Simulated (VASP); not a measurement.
# Ir (Pm-3m) in VASP: notebook

Ir is run at these levels: PBE; tasks: single point, relaxation of cell and atoms.

Program: VASP 6.6.1. These are calculated values, not measurements. Logs are shortened: lines on timing, memory, paths and dates and some standing lists are left out, and cuts for length are marked.

## 1. The cell of the first run

The structure is cubic, space group Pm-3m (No. 221). Conventional cell: a = 2.339 Å, b = 2.339 Å, c = 2.339 Å, α = 90.00°, β = 90.00°, γ = 90.00°. Within 3.1 Å of Ir (site symmetry m-3m) lie 6 Ir at 2.34 Å.

## 2. Single point, PBE

Input file INCAR:

```
PREC = Accurate
ENCUT = 520
EDIFF = 1E-7
ISMEAR = -1
SIGMA = 0.08
LREAL = F
LASPH = T
NELM = 80
ALGO = Normal
ISIF = 2
LWAVE = F
LCHARG = T
GGA = PE
LELF = T
LVHAR = T
NBANDS = 10
```

Input file KPOINTS:

```
regular mesh
0
Gamma
  16 16 16
```

Input file POSCAR:

```
Ir
1.0
    2.3387031273      0.0000000000      0.0000000000
    0.0000000000      2.3387031273      0.0000000000
    0.0000000000      0.0000000000      2.3387031273
Ir
1
Direct
    0.0000000000      0.0000000000      0.0000000000
```

Potentials or basis: VASP PAW PBE potentials, release 64 (Ir).

Started as:

```
cat potpaw_PBE.64/Ir/POTCAR > POTCAR
mpirun -np 1 vasp_std > vasp.out
```

OUTCAR:

```text
PREC = Accurate
   ENCUT = 520
   EDIFF = 1E-7
   ISMEAR = -1
   LREAL = F
   LASPH = T
   NELM = 80
   ISIF = 2
   GGA = PE

 ion  position               nearest neighbor table
   1  0.000  0.000  0.000-

  LATTYP: Found a simple cubic cell.
 ALAT       =     2.3387031273

  Lattice vectors:

 A1 = (   2.3387031273,   0.0000000000,   0.0000000000)
 A2 = (   0.0000000000,   2.3387031273,   0.0000000000)
 A3 = (   0.0000000000,   0.0000000000,   2.3387031273)

Analysis of symmetry for initial positions (statically):
=====================================================================
 Subroutine PRICEL returns:
 Original cell was already a primitive cell.

 Routine SETGRP: Setting up the symmetry group for a
 simple cubic supercell.

 Subroutine GETGRP returns: Found 48 space group operations
 (whereof 48 operations were pure point group operations)
 out of a pool of 48 trial point group operations.

The static configuration has the point symmetry O_h .

Analysis of symmetry for dynamics (positions and initial velocities):
=====================================================================
 Subroutine PRICEL returns:
 Original cell was already a primitive cell.

 Routine SETGRP: Setting up the symmetry group for a
 simple cubic supercell.

 Subroutine GETGRP returns: Found 48 space group operations
 (whereof 48 operations were pure point group operations)
 out of a pool of 48 trial point group operations.

The dynamic configuration has the point symmetry O_h .

 Subroutine INISYM returns: Found 48 space group operations
 (whereof 48 operations are pure point group operations),
 and found     1 'primitive' translations

----------------------------------------------------------------------------------------

                                     Primitive cell

  volume of cell :      12.7916

  direct lattice vectors                    reciprocal lattice vectors
     2.338703127  0.000000000  0.000000000     0.427587404  0.000000000  0.000000000
     0.000000000  2.338703127  0.000000000     0.000000000  0.427587404  0.000000000
     0.000000000  0.000000000  2.338703127     0.000000000  0.000000000  0.427587404

  length of vectors
     2.338703127  2.338703127  2.338703127     0.427587404  0.427587404  0.427587404

  position of ions in fractional coordinates (direct lattice)
     0.000000000  0.000000000  0.000000000

  ion indices of the primitive-cell ions
   primitive index   ion index
                 1           1

----------------------------------------------------------------------------------------

 KPOINTS: regular mesh

Automatic generation of k-mesh.
 Grid dimensions read from file:
 generate k-points for:   16   16   16

 Generating k-lattice:

  Cartesian coordinates                     Fractional coordinates (reciprocal lattice)
     0.026724213  0.000000000  0.000000000     0.062500000  0.000000000  0.000000000
     0.000000000  0.026724213  0.000000000     0.000000000  0.062500000  0.000000000
     0.000000000  0.000000000  0.026724213     0.000000000  0.000000000  0.062500000

  Length of vectors
     0.026724213  0.026724213  0.026724213

  Shift w.r.t. Gamma in fractional coordinates (k-lattice)
     0.000000000  0.000000000  0.000000000

 Subroutine IBZKPT returns following result:
 ===========================================

 Found    165 irreducible k-points:

 Following reciprocal coordinates:
            Coordinates               Weight
  0.000000  0.000000  0.000000      1.000000
  0.062500  0.000000  0.000000      6.000000
  0.125000  0.000000  0.000000      6.000000
  0.187500  0.000000  0.000000      6.000000
  0.250000  0.000000  0.000000      6.000000
  0.312500  0.000000  0.000000      6.000000
[... 16 lines left out ...]
  0.437500  0.125000  0.000000     24.000000
  0.500000  0.125000  0.000000     12.000000
 [... further k-points ...]
   k-points           NKPTS =    165   k-points in BZ     NKDIM =    165   number of bands    NBANDS=     10
   number of dos      NEDOS =    301   number of ions     NIONS =      1
   total plane-waves  NPLWV =   5832
   dimension x,y,z NGX =    18 NGY =   18 NGZ =   18
   dimension x,y,z NGXF=    36 NGYF=   36 NGZF=   36
   ions per type =               1
   NGX,Y,Z   is equivalent  to a cutoff of  12.80, 12.80, 12.80 a.u.
   NGXF,Y,Z  is equivalent  to a cutoff of  25.59, 25.59, 25.59 a.u.
 SYSTEM =  unknown system
   PREC   = accura    normal or accurate (medium, high low for compatibility)
   ISTART =      0    job   : 0-new  1-cont  2-samecut
   ICHARG =      2    charge: 1-file 2-atom 10-const
   ISPIN  =      1    spin polarized calculation?
   LNONCOLLINEAR =      F non collinear calculations
   LSORBIT =      F    spin-orbit coupling
   LASPH  =      T    aspherical Exc in radial PAW
   ENCUT  =  520.0 eV  38.22 Ry    6.18 a.u.   4.35  4.35  4.35*2*pi/ulx,y,z
   NELM   =     80;   NELMIN=  2; NELMDL= -5     # of ELM steps
   EDIFF  = 0.1E-06   stopping-criterion for ELM
   LREAL  =      F    real-space projection
   EDIFFG = 0.1E-05   stopping-criterion for IOM
   NSW    =      0    number of steps for IOM
   IBRION =     -1    ionic relax: 0-MD 1-quasi-New 2-CG
   NFREE  =      0    steps in history (QN), initial steepest desc. (CG)
   ISIF   =      2    stress and relaxation
   ISYM   =      2    0-nonsym 1-usesym 2-fastsym
   POTIM  = 0.5000    time-step for ionic-motion
   TEBEG  =    0.0;   TEEND  =   0.0 temperature during run
   PSTRESS=    0.0 pullay stress
   NELECT =       9.0000    total number of electrons
   NUPDOWN=      -1.0000    fix difference up-down
   EMIN   =  10.00;   EMAX   =-10.00  energy-range for DOS
   EFERMI =   0.00;   METHOD = LEGACY
   ISMEAR =    -1;   SIGMA  =   0.08  broadening in eV -4-tet -1-fermi 0-gaus
   EFERMI_NEDOS =   21; number of points for ismear=-14 and -15
   IALGO  =     38    algorithm
   IMIX   =      4    mixing-type and parameters
     AMIX     =   0.40;   BMIX     =  1.00
     AMIX_MAG =   1.60;   BMIX_MAG =  1.00
  volume/ion in A,a.u.               =      12.79        86.32
  Fermi-wavevector in a.u.,A,eV,Ry     =   1.456064  2.751563 28.846030  2.120123
  Thomas-Fermi vector in A             =   2.573026
   LORBIT       =      0    0 simple, 1 ext, 2 COOP (PROOUT), +10 PAW based schemes
   GGA     = PE    functional components
   LHFCALC =     F    Hartree Fock is set to
   AEXX    =    0.0000 exact exchange contribution
   IVDW    =     0    specifies the selected vdW correction
   LEPSILON=     F    determine dielectric tensor
   LRPA    =     F    only Hartree local field effects (RPA)
 non-spin polarized calculation
  energy-cutoff  :      520.00
  volume of cell :       12.79
 maximum number of plane-waves:       360
 NGX is ok and might be reduce to    18
   NGX =  9   NGY =  9   NGZ =  9

 number of electron       8.9999998 magnetization

 Free energy of the ion-electron system (eV)
  ---------------------------------------------------
  ext. energy  EPLUGINS =         0.00000000
  ---------------------------------------------------
  free energy    TOTEN  =        -6.46521535 eV

  energy without entropy =       -6.44131022  energy(sigma->0) =       -6.45326278

 E-fermi :  12.1375     XC(G=0): -14.4110

 val. band max:       12.1345565724   @ k =   0.3125   0.1875   0.1875
 cond. band min:      12.1377918499   @ k =   0.4375   0.3125   0.1875
 fundamental gap:      0.0032352775
 Fermi energy:        12.1375277466

 k-point     1 :       0.0000    0.0000    0.0000
  band No.  band energies     occupation
      1       0.2630      2.00000
      2       3.3292      2.00000
      3       3.3292      2.00000
      4      14.2288      0.00000
      5      14.2288      0.00000
      6      14.2288      0.00000
      7      29.6365      0.00000
      8      29.6365      0.00000
      9      29.6365      0.00000
     10      37.1646      0.00000

 k-point     2 :       0.0625    0.0000    0.0000
  band No.  band energies     occupation
      1       0.4248      2.00000
      2       3.3669      2.00000
      3       3.5150      2.00000
      4      13.9950      0.00000
      5      13.9950      0.00000
      6      14.2460      0.00000
      7      28.7142      0.00000
      8      29.9648      0.00000
      9      29.9648      0.00000
     10      37.8080      0.00000

 k-point     3 :       0.1250    0.0000    0.0000
  band No.  band energies     occupation
      1       0.8607      2.00000
      2       3.4758      2.00000
      3       4.0906      2.00000
      4      13.3750      0.00000
      5      13.3750      0.00000
      6      14.2953      0.00000
      7      26.8037      0.00000
      8      30.8567      0.00000
      9      30.8567      0.00000
     10      36.1032      0.00000

 k-point     4 :       0.1875    0.0000    0.0000
  band No.  band energies     occupation
      1       1.4544      2.00000
      2       3.6430      2.00000
      3       5.0748      2.00000
      4      12.5466      0.01196
      5      12.5466      0.01196
      6      14.3698      0.00000
      7      24.7775      0.00000
      8      32.1057      0.00000
      9      32.1057      0.00000
     10      33.9456      0.00000

 k-point     5 :       0.2500    0.0000    0.0000
  band No.  band energies     occupation
      1       2.0994      2.00000
      2       3.8474      2.00000
      3       6.3991      2.00000
      4      11.6822      1.99327
      5      11.6822      1.99327
      6      14.4587      0.00000
      7      22.9902      0.00000
      8      32.0587      0.00000
      9      33.5070      0.00000
     10      33.5070      0.00000

 k-point     6 :       0.3125    0.0000    0.0000
  band No.  band energies     occupation
      1       2.7311      2.00000
      2       4.0602      2.00000
      3       7.8528      2.00000
      4      10.9078      2.00000
      5      10.9078      2.00000
      6      14.5490      0.00000
      7      21.6524      0.00000
      8      30.5141      0.00000
      9      34.9051      0.00000
     10      34.9051      0.00000
[... 183 lines left out ...]
 k-point    21 :       0.3125    0.1250    0.0000
  band No.  band energies     occupation
      1       3.2666      2.00000
      2       4.7396      2.00000
      3       7.4771      2.00000
      4      10.6784      2.00000
      5      11.0123      2.00000
      6      13.7844      0.00000
      7      22.4630      0.00000
      8      30.5346      0.00000
      9      32.2077      0.00000
     10      36.2721      0.00000

 k-point    22 :       0.3750    0.1250    0.0000
  band No.  band energies     occupation
      1       3.7856      2.00000
      2       5.0015      2.00000
      3       7.5825      2.00000
      4      10.4185      2.00000
      5      11.4075      1.99978
      6      13.8751      0.00000
      7      21.4309      0.00000
      8      30.1118      0.00000
      9      32.5655      0.00000
     10      37.6241      0.00000

 k-point    23 :       0.4375    0.1250    0.0000
  band No.  band energies     occupation
      1       4.1489      2.00000
      2       5.2461      2.00000
      3       7.2807      2.00000
      4      10.0436      2.00000
      5      12.3027      0.22511
      6      13.9369      0.00000
      7      20.9319      0.00000
      8      29.5652      0.00000
      9      33.3564      0.00000
     10      36.0923      0.00000

 k-point    24 :       0.5000    0.1250    0.0000
  band No.  band energies     occupation
      1       4.2782      2.00000
      2       5.3658      2.00000
      3       7.1132      2.00000
      4       9.9157      2.00000
      5      12.6595      0.00293
      6      13.9588      0.00000
      7      20.8176      0.00000
      8      29.3604      0.00000
      9      34.1137      0.00000
     10      34.7609      0.00000

 [... further k-points ...]

------------------------ aborting loop because EDIFF is reached ----------------------------------------

  FORCE on cell =-STRESS in cart. coord.  units (eV):
  Direction    XX          YY          ZZ          XY          YZ          ZX
  --------------------------------------------------------------------------------------
  -------------------------------------------------------------------------------------
  Total       11.1917469     11.1917469     11.1917469      0.0000000     -0.0000000      0.0000000
  in kB     1401.7906944   1401.7906944   1401.7906944      0.0000000     -0.0000000      0.0000000
  external PRESSURE =    1401.7906944 kB  Pullay stress =       0.0000000 kB

 VOLUME and BASIS-vectors are now :
 -----------------------------------------------------------------------------
  energy-cutoff  :      520.00
  volume of cell :       12.79
      direct lattice vectors                 reciprocal lattice vectors
     2.338703127  0.000000000  0.000000000     0.427587404  0.000000000  0.000000000
     0.000000000  2.338703127  0.000000000     0.000000000  0.427587404  0.000000000
     0.000000000  0.000000000  2.338703127     0.000000000  0.000000000  0.427587404

 POSITION                                       TOTAL-FORCE (eV/Angst)
 -----------------------------------------------------------------------------------
      0.00000      0.00000      0.00000         0.000000      0.000000      0.000000
 -----------------------------------------------------------------------------------
    total drift:                                0.000000      0.000000      0.000000

  FREE ENERGIE OF THE ION-ELECTRON SYSTEM (eV)
  ---------------------------------------------------
  free  energy   TOTEN  =        -6.4652153477 eV

  energy  without entropy=       -6.4413102177  energy(sigma->0) =       -6.45326278
```

Run time: 25 s. Hardware: 1 thread of Intel Xeon 8259CL, shared host; peak memory 0.14 GiB.

Results:

| Item | Value |
| --- | --- |
| Free energy | -6.4652 eV |
| Pressure | 140.2 GPa |

Levels at points of the mesh, in eV from the Fermi level:
| k point | band 1 | band 2 | band 3 | band 4 | band 5 | band 6 | band 7 | band 8 |
| --- | --- | --- | --- | --- | --- | --- | --- | --- |
| (0.00, 0.00, 0.00) | -11.87 | -8.81 | -8.81 | 2.09 | 2.09 | 2.09 | 17.50 | 17.50 |
| (0.50, 0.00, 0.00) | -8.30 | -7.71 | -2.34 | -2.34 | -1.98 | 2.56 | 8.70 | 16.28 |
| (0.50, 0.50, 0.00) | -9.81 | -6.60 | -1.48 | -1.48 | 5.08 | 5.08 | 5.28 | 16.40 |
| (0.50, 0.50, 0.50) | -7.95 | -7.95 | -7.95 | 5.61 | 5.61 | 7.81 | 13.90 | 13.90 |

Caveat: spin-orbit coupling is left out, which moves the levels of the heavy elements.

## 3. Single point, PBE

Input file INCAR:

```
  PREC = Accurate
  ENCUT = 520
  EDIFF = 1E-6
  ISMEAR = -1
  SIGMA = 0.08
  LREAL = False
  LASPH = True
  NELM = 80
  ALGO = Normal
  ISIF = 2
  LWAVE = False
  LCHARG = False
  GGA = PE
  NBANDS = 10
```

Input file KPOINTS:

```
Automatic mesh
0
Gamma
  16 16 16
```

Input file POSCAR:

```
Ir
1.0
    2.3384920910      0.0000000000      0.0000000000
    0.0000000000      2.3384920910      0.0000000000
    0.0000000000      0.0000000000      2.3384920910
Ir
1
Direct
    0.0000000000      0.0000000000      0.0000000000
```

Potentials or basis: VASP PAW PBE potentials, release 64 (Ir).

Started as:

```
cat potpaw_PBE.64/Ir/POTCAR > POTCAR
mpirun -np 1 vasp_std > vasp.out
```

OUTCAR:

```text
PREC = Accurate
   ENCUT = 520
   EDIFF = 1E-6
   ISMEAR = -1
   LREAL = False
   LASPH = True
   NELM = 80
   ISIF = 2
   GGA = PE

 ion  position               nearest neighbor table
   1  0.000  0.000  0.000-

  LATTYP: Found a simple cubic cell.
 ALAT       =     2.3384920910

  Lattice vectors:

 A1 = (   2.3384920910,   0.0000000000,   0.0000000000)
 A2 = (   0.0000000000,   2.3384920910,   0.0000000000)
[... 489 lines left out ...]
      8      29.3657      0.00000
      9      34.1214      0.00000
     10      34.7691      0.00000

 [... further k-points ...]

------------------------ aborting loop because EDIFF is reached ----------------------------------------

  FORCE on cell =-STRESS in cart. coord.  units (eV):
  Direction    XX          YY          ZZ          XY          YZ          ZX
  --------------------------------------------------------------------------------------
  -------------------------------------------------------------------------------------
  Total       11.2067979     11.2067979     11.2067979     -0.0000000      0.0000000     -0.0000000
  in kB     1404.0559222   1404.0559222   1404.0559222     -0.0000000      0.0000000     -0.0000000
  external PRESSURE =    1404.0559222 kB  Pullay stress =       0.0000000 kB

 VOLUME and BASIS-vectors are now :
 -----------------------------------------------------------------------------
  energy-cutoff  :      520.00
  volume of cell :       12.79
      direct lattice vectors                 reciprocal lattice vectors
     2.338492091  0.000000000  0.000000000     0.427625992  0.000000000  0.000000000
     0.000000000  2.338492091  0.000000000     0.000000000  0.427625992  0.000000000
     0.000000000  0.000000000  2.338492091     0.000000000  0.000000000  0.427625992

 POSITION                                       TOTAL-FORCE (eV/Angst)
 -----------------------------------------------------------------------------------
      0.00000      0.00000      0.00000         0.000000      0.000000      0.000000
 -----------------------------------------------------------------------------------
    total drift:                                0.000000      0.000000      0.000000

  FREE ENERGIE OF THE ION-ELECTRON SYSTEM (eV)
  ---------------------------------------------------
  free  energy   TOTEN  =        -6.4621827898 eV

  energy  without entropy=       -6.4382823348  energy(sigma->0) =       -6.45023256
```

It took 21 s on 1 thread of Intel Xeon 8259CL, shared host; peak memory 0.14 GiB.

What came out:

* Free energy: -6.4622 eV
* Pressure: 140.4 GPa

Caveat: spin-orbit coupling is left out, which moves the levels of the heavy elements.

(Part 1 of 2 ends here.)
